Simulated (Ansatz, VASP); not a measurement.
**Two plane-wave programs on Mn**

```
CELL_PARAMETERS angstrom
2.44975 0.00000 0.00000
-1.22488 2.12155 0.00000
0.00000 0.00000 3.97433
ATOMIC_POSITIONS crystal
Mn 0.33333 0.66667 0.25000
Mn 0.66667 0.33333 0.75000
```

Alike in both runs: functional PBEsol; k mesh 12 × 12 × 6; occupations gaussian, width 0.1 eV; no spin polarisation.

Ansatz relaxed the structure, and its values are those at the end. VASP's run is a single point on that final structure, the one shown.

|  | VASP | Ansatz |
| --- | --- | --- |
| version | VASP 6.6.1 | Ansatz 0.2.0 |
| potentials or method | VASP PAW PBE potentials, release 64 (Mn_sv), cutoff 680 eV | scalar-relativistic, plane waves, PAW |
| valence electrons in the cell | 30 | 30 |

VASP gave:

- gap on the k mesh at the Fermi level (eV): none
- pressure (GPa): -1.6

Q: Estimate Ansatz's values.

A: gap on the k mesh at the Fermi level (eV): none; pressure (GPa): 0.0.

VASP's potentials were made for PBE, not for PBEsol. A gap of «none» marks a metal or a gap that the smearing closes. The functional is the same, so the differences come from potentials, cutoffs and numerics.
